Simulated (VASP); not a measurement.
# Os (Fm-3m) in VASP: single point with PBEsol

Aim: the single point of Os with PBEsol.

Program: VASP 6.6.1. These are calculated values, not measurements. Logs are shortened: lines on timing, memory, paths and dates and some standing lists are left out, and cuts for length are marked.

## (1) The cell of the first run

The structure is cubic, space group Fm-3m (No. 225). Conventional cell: a = 6.446 Å, b = 6.446 Å, c = 6.446 Å, α = 90.00°, β = 90.00°, γ = 90.00°.

## (2) Single point, PBEsol

Input file INCAR:

```
  PREC = Accurate
  ENCUT = 520
  EDIFF = 1E-6
  ISMEAR = 0
  SIGMA = 0.05
  LREAL = False
  LASPH = True
  NELM = 80
  ALGO = Normal
  ISIF = 2
  LWAVE = False
  LCHARG = True
  GGA = PS
  LELF = True
  LVHAR = True
  NBANDS = 10
```

Input file KPOINTS:

```
Automatic mesh
0
Gamma
  6 6 6
```

Input file POSCAR:

```
Os
1.0
    0.0000000000      3.2228180000      3.2228180000
    3.2228180000      0.0000000000      3.2228180000
    3.2228180000      3.2228180000      0.0000000000
Os
1
Direct
    0.0000000000      0.0000000000      0.0000000000
```

Potentials or basis: VASP PAW PBE potentials, release 64 (Os).

On the command line:

```console
$ cat potpaw_PBE.64/Os/POTCAR > POTCAR
$ mpirun -np 1 vasp_std > vasp.out
```

OUTCAR:

```text
PREC = Accurate
   ENCUT = 520
   EDIFF = 1E-6
   ISMEAR = 0
   LREAL = False
   LASPH = True
   NELM = 80
   ISIF = 2
   GGA = PS

 ion  position               nearest neighbor table
   1  0.000  0.000  0.000-

  LATTYP: Found a face centered cubic cell.
 ALAT       =     6.4456360000

  Lattice vectors:

 A1 = (   0.0000000000,   3.2228180000,   3.2228180000)
 A2 = (   3.2228180000,   0.0000000000,   3.2228180000)
 A3 = (   3.2228180000,   3.2228180000,   0.0000000000)

Analysis of symmetry for initial positions (statically):
=====================================================================
 Subroutine PRICEL returns:
 Original cell was already a primitive cell.

 Routine SETGRP: Setting up the symmetry group for a
 face centered cubic supercell.

 Subroutine GETGRP returns: Found 48 space group operations
 (whereof 48 operations were pure point group operations)
 out of a pool of 48 trial point group operations.

The static configuration has the point symmetry O_h .

Analysis of symmetry for dynamics (positions and initial velocities):
=====================================================================
 Subroutine PRICEL returns:
 Original cell was already a primitive cell.

 Routine SETGRP: Setting up the symmetry group for a
 face centered cubic supercell.

 Subroutine GETGRP returns: Found 48 space group operations
 (whereof 48 operations were pure point group operations)
 out of a pool of 48 trial point group operations.

The dynamic configuration has the point symmetry O_h .

 Subroutine INISYM returns: Found 48 space group operations
 (whereof 48 operations are pure point group operations),
 and found     1 'primitive' translations

----------------------------------------------------------------------------------------

                                     Primitive cell

  volume of cell :      66.9480

  direct lattice vectors                    reciprocal lattice vectors
     0.000000000  3.222818000  3.222818000    -0.155143728  0.155143728  0.155143728
     3.222818000  0.000000000  3.222818000     0.155143728 -0.155143728  0.155143728
     3.222818000  3.222818000  0.000000000     0.155143728  0.155143728 -0.155143728

  length of vectors
     4.557752925  4.557752925  4.557752925     0.268716820  0.268716820  0.268716820

  position of ions in fractional coordinates (direct lattice)
     0.000000000  0.000000000  0.000000000

  ion indices of the primitive-cell ions
   primitive index   ion index
                 1           1

----------------------------------------------------------------------------------------

 KPOINTS: Automatic mesh

Automatic generation of k-mesh.
 Grid dimensions read from file:
 generate k-points for:    6    6    6

 Generating k-lattice:

  Cartesian coordinates                     Fractional coordinates (reciprocal lattice)
    -0.025857288  0.025857288  0.025857288     0.166666667  0.000000000  0.000000000
     0.025857288 -0.025857288  0.025857288     0.000000000  0.166666667  0.000000000
     0.025857288  0.025857288 -0.025857288     0.000000000  0.000000000  0.166666667

  Length of vectors
     0.044786137  0.044786137  0.044786137

  Shift w.r.t. Gamma in fractional coordinates (k-lattice)
     0.000000000  0.000000000  0.000000000

 Subroutine IBZKPT returns following result:
 ===========================================

 Found     16 irreducible k-points:

 Following reciprocal coordinates:
            Coordinates               Weight
  0.000000  0.000000  0.000000      1.000000
  0.166667  0.000000  0.000000      8.000000
  0.333333  0.000000  0.000000      8.000000
  0.500000  0.000000  0.000000      4.000000
  0.166667  0.166667  0.000000      6.000000
  0.333333  0.166667  0.000000     24.000000
[... 8 lines left out ...]
 -0.333333  0.333333  0.166667     24.000000
 -0.333333  0.500000  0.166667     12.000000
   k-points           NKPTS =     16   k-points in BZ     NKDIM =     16   number of bands    NBANDS=     10
   number of dos      NEDOS =    301   number of ions     NIONS =      1
   total plane-waves  NPLWV =  46656
   dimension x,y,z NGX =    36 NGY =   36 NGZ =   36
   dimension x,y,z NGXF=    72 NGYF=   72 NGZF=   72
   ions per type =               1
   NGX,Y,Z   is equivalent  to a cutoff of  13.13, 13.13, 13.13 a.u.
   NGXF,Y,Z  is equivalent  to a cutoff of  26.26, 26.26, 26.26 a.u.
 SYSTEM =  unknown system
   PREC   = accura    normal or accurate (medium, high low for compatibility)
   ISTART =      0    job   : 0-new  1-cont  2-samecut
   ICHARG =      2    charge: 1-file 2-atom 10-const
   ISPIN  =      1    spin polarized calculation?
   LNONCOLLINEAR =      F non collinear calculations
   LSORBIT =      F    spin-orbit coupling
   LASPH  =      T    aspherical Exc in radial PAW
   ENCUT  =  520.0 eV  38.22 Ry    6.18 a.u.   8.47  8.47  8.47*2*pi/ulx,y,z
   NELM   =     80;   NELMIN=  2; NELMDL= -5     # of ELM steps
   EDIFF  = 0.1E-05   stopping-criterion for ELM
   LREAL  =      F    real-space projection
   EDIFFG = 0.1E-04   stopping-criterion for IOM
   NSW    =      0    number of steps for IOM
   IBRION =     -1    ionic relax: 0-MD 1-quasi-New 2-CG
   NFREE  =      0    steps in history (QN), initial steepest desc. (CG)
   ISIF   =      2    stress and relaxation
   ISYM   =      2    0-nonsym 1-usesym 2-fastsym
   POTIM  = 0.5000    time-step for ionic-motion
   TEBEG  =    0.0;   TEEND  =   0.0 temperature during run
   PSTRESS=    0.0 pullay stress
   NELECT =       8.0000    total number of electrons
   NUPDOWN=      -1.0000    fix difference up-down
   EMIN   =  10.00;   EMAX   =-10.00  energy-range for DOS
   EFERMI =   0.00;   METHOD = LEGACY
   ISMEAR =     0;   SIGMA  =   0.05  broadening in eV -4-tet -1-fermi 0-gaus
   EFERMI_NEDOS =   21; number of points for ismear=-14 and -15
   IALGO  =     38    algorithm
   IMIX   =      4    mixing-type and parameters
     AMIX     =   0.40;   BMIX     =  1.00
     AMIX_MAG =   1.60;   BMIX_MAG =  1.00
  volume/ion in A,a.u.               =      66.95       451.79
  Fermi-wavevector in a.u.,A,eV,Ry     =   0.806354  1.523788  8.846599  0.650207
  Thomas-Fermi vector in A             =   1.914771
   LORBIT       =      0    0 simple, 1 ext, 2 COOP (PROOUT), +10 PAW based schemes
   GGA     = PS    functional components
   LHFCALC =     F    Hartree Fock is set to
   AEXX    =    0.0000 exact exchange contribution
   IVDW    =     0    specifies the selected vdW correction
   LEPSILON=     F    determine dielectric tensor
   LRPA    =     F    only Hartree local field effects (RPA)
 non-spin polarized calculation
 Gauss-broadening in eV      SIGMA  =   0.05
  energy-cutoff  :      520.00
  volume of cell :       66.95
 maximum number of plane-waves:      1820
 NGX is ok and might be reduce to    36
   NGX = 17   NGY = 17   NGZ = 17

 number of electron       8.0000000 magnetization

 Free energy of the ion-electron system (eV)
  ---------------------------------------------------
  ext. energy  EPLUGINS =         0.00000000
  ---------------------------------------------------
  free energy    TOTEN  =        -1.98328248 eV

  energy without entropy =       -1.96036835  energy(sigma->0) =       -1.97182542

 E-fermi :  -2.4709     XC(G=0):  -6.7418

 val. band max:       -2.4725447740   @ k =  -0.3333   0.5000   0.1667
 cond. band min:      -2.4672671605   @ k =   0.5000   0.3333   0.1667
 fundamental gap:      0.0052776135
 Fermi energy:        -2.4709023080

 k-point     1 :       0.0000    0.0000    0.0000
  band No.  band energies     occupation
      1      -4.7455      2.00000
      2      -2.7223      2.00000
      3      -2.7223      2.00000
      4      -2.7223      2.00000
      5      -2.5140      1.77682
      6      -2.5140      1.77682
      7       6.4701      0.00000
      8       6.4701      0.00000
      9       6.4701      0.00000
     10       8.2315      0.00000

 k-point     2 :       0.1667    0.0000    0.0000
  band No.  band energies     occupation
      1      -4.4482      2.00000
      2      -2.7386      2.00000
      3      -2.6849      2.00000
      4      -2.6849      2.00000
      5      -2.5148      1.78568
      6      -2.5148      1.78568
      7       4.1001      0.00000
      8       6.1928      0.00000
      9       6.1928      0.00000
     10       7.8591      0.00000

 k-point     3 :       0.3333    0.0000    0.0000
  band No.  band energies     occupation
      1      -3.7478      2.00000
      2      -2.6896      2.00000
      3      -2.6896      2.00000
      4      -2.5835      1.99855
      5      -2.4276      0.22035
      6      -2.4276      0.22035
      7       1.3186      0.00000
      8       5.6840      0.00000
      9       5.6840      0.00000
     10       7.6707      0.00000

 k-point     4 :       0.5000    0.0000    0.0000
  band No.  band energies     occupation
      1      -3.4466      2.00000
      2      -2.7130      2.00000
      3      -2.7130      2.00000
      4      -2.3579      0.00139
      5      -2.3579      0.00139
      6      -1.9301      0.00000
      7      -0.3175      0.00000
      8       5.4404      0.00000
      9       5.4404      0.00000
     10       7.8108      0.00000
[... 118 lines left out ...]
 k-point    14 :       0.5000    0.3333    0.1667
  band No.  band energies     occupation
      1      -3.1479      2.00000
      2      -2.8364      2.00000
      3      -2.7452      2.00000
      4      -2.4673      0.91811
      5      -2.4412      0.40026
      6      -2.1749      0.00000
      7       1.4865      0.00000
      8       2.8490      0.00000
      9       4.1618      0.00000
     10       7.7582      0.00000

 k-point    15 :      -0.3333    0.3333    0.1667
  band No.  band energies     occupation
      1      -2.9393      2.00000
      2      -2.7955      2.00000
      3      -2.6560      2.00000
      4      -2.5241      1.86748
      5      -2.3740      0.00614
      6      -1.8840      0.00000
      7       0.8130      0.00000
      8       2.3327      0.00000
      9       3.6020      0.00000
     10       7.9356      0.00000

 k-point    16 :      -0.3333    0.5000    0.1667
  band No.  band energies     occupation
      1      -2.9266      2.00000
      2      -2.8782      2.00000
      3      -2.5581      1.98637
      4      -2.4725      1.03705
      5      -2.3211      0.00002
      6      -1.7235      0.00000
      7       0.8923      0.00000
      8       2.3197      0.00000
      9       2.7820      0.00000
     10       7.5422      0.00000

------------------------ aborting loop because EDIFF is reached ----------------------------------------

  FORCE on cell =-STRESS in cart. coord.  units (eV):
  Direction    XX          YY          ZZ          XY          YZ          ZX
  --------------------------------------------------------------------------------------
  -------------------------------------------------------------------------------------
  Total       -3.6059937     -3.6059937     -3.6059937     -0.0000000      0.0000000      0.0000000
  in kB      -86.2974982    -86.2974982    -86.2974982     -0.0000000      0.0000000      0.0000000
  external PRESSURE =     -86.2974982 kB  Pullay stress =       0.0000000 kB

 VOLUME and BASIS-vectors are now :
 -----------------------------------------------------------------------------
  energy-cutoff  :      520.00
  volume of cell :       66.95
      direct lattice vectors                 reciprocal lattice vectors
     0.000000000  3.222818000  3.222818000    -0.155143728  0.155143728  0.155143728
     3.222818000  0.000000000  3.222818000     0.155143728 -0.155143728  0.155143728
     3.222818000  3.222818000  0.000000000     0.155143728  0.155143728 -0.155143728

 POSITION                                       TOTAL-FORCE (eV/Angst)
 -----------------------------------------------------------------------------------
      0.00000      0.00000      0.00000         0.000000      0.000000     -0.000000
 -----------------------------------------------------------------------------------
    total drift:                               -0.000000      0.000000      0.000000

  FREE ENERGIE OF THE ION-ELECTRON SYSTEM (eV)
  ---------------------------------------------------
  free  energy   TOTEN  =        -1.9832824849 eV

  energy  without entropy=       -1.9603683520  energy(sigma->0) =       -1.97182542
```

Wall time 6.8 s (1 thread of Intel Xeon Platinum 8488C (Sapphire Rapids), shared host); peak memory 0.2 GiB.

Results:

| Item | Value |
| --- | --- |
| Free energy | -1.9833 eV |
| Pressure | -8.6 GPa |
| Band gap on the k mesh | zero (band 4 reaches -2.32 eV, above the bottom of band 5 at -2.58 eV) |

Caveat: the PAW data sets were made with another functional, which shifts forces and pressure a little; spin-orbit coupling is left out, which moves the levels of the heavy elements.
